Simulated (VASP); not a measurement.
Crystal: CeO2.

```
Ce O
1.0
     0.00000    2.70486    2.70486
     2.70486    0.00000    2.70486
     2.70486    2.70486    0.00000
Ce O
1 2
Direct
  0.00000 0.00000 0.00000
  0.25000 0.25000 0.25000
  0.75000 0.75000 0.75000
```

Base run:

```yaml
Program: VASP 6.6.1
Functional: revPBE
Potentials_or_basis: VASP PAW PBE potentials, release 64 (Ce, O)
Cutoff: 520 eV
k_mesh: 8 × 8 × 8
Occupations: gaussian, width 0.05 eV
Spin: no spin polarisation
```

Its results: band gap on the k mesh 1.96 eV (least direct gap 2.07 eV); pressure 8.5 GPa.

Q: The run is repeated on the same cell with these changes: dispersion from none to D4. What comes out?

A: Band gap on the k mesh 1.96 eV (least direct gap 2.07 eV); pressure 2.1 GPa.

Dispersion adds attraction, which lowers the pressure at fixed volume and, as a term added to the energy, leaves the levels alone.

Caveats: the PAW data sets were made with another functional, which shifts forces and pressure a little; spin-orbit coupling is left out, which moves the levels of the heavy elements; semilocal functionals describe open f shells poorly, which spoils levels, moments and volumes; the cell stands under pressure (at least some runs).

A k mesh can miss the band edges.
